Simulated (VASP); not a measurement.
Input of a VASP 6.6.1 run:

INCAR

```
SYSTEM = SnSe
ALGO     = Normal         ! electronic algorithm
EDIFF    = 1E-7           ! SCF threshold, eV
ENCUT    = 520            ! plane-wave cutoff, eV
GGA      = CA             ! functional
ISIF     = 2              ! what is computed and relaxed
ISMEAR   = 0              ! smearing method
LASPH    = .True.         ! aspherical terms in the spheres
LCHARG   = .False.        ! write CHGCAR
LREAL    = .False.        ! projectors in reciprocal space
LWAVE    = .False.        ! write WAVECAR
NBANDS   = 17             ! bands
NELM     = 100            ! most SCF steps
PREC     = Accurate       ! precision mode
SIGMA    = 0.05           ! smearing width, eV
```

KPOINTS

```
k-points
0
Gamma
  8 8 8
  0 0 0
```

Contents of POSCAR:

```
SnSe
1.0
    0.0000000000      2.9466477701      2.9466477701
    3.2413125471      0.0000000000      2.9466477701
    3.2413125471      2.9466477701      0.0000000000
Sn Se
1 1
Direct
    0.0000000000      0.0000000000      0.0000000000
    0.5000000000      0.5000000000      0.5000000000
```

Potentials or basis: VASP PAW LDA potentials, release 64 (Sn_d, Se).

The run is started by

```console
$ cat potpaw_LDA.64/Sn_d/POTCAR potpaw_LDA.64/Se/POTCAR > POTCAR
$ mpirun -np 1 vasp_std > vasp.out
```

(1) Estimate the pressure.

(2) Estimate the band gap on the k mesh.

Answers

(1) -3.5 GPa.

(2) 0.43 eV, indirect (least direct gap 0.53 eV).

Caveat: the cell differs from its parent crystal (strain +0.1000 x Voigt [1, 0, 0, 0, 0, 0]); spin-orbit coupling is left out, which moves the levels of the heavy elements.
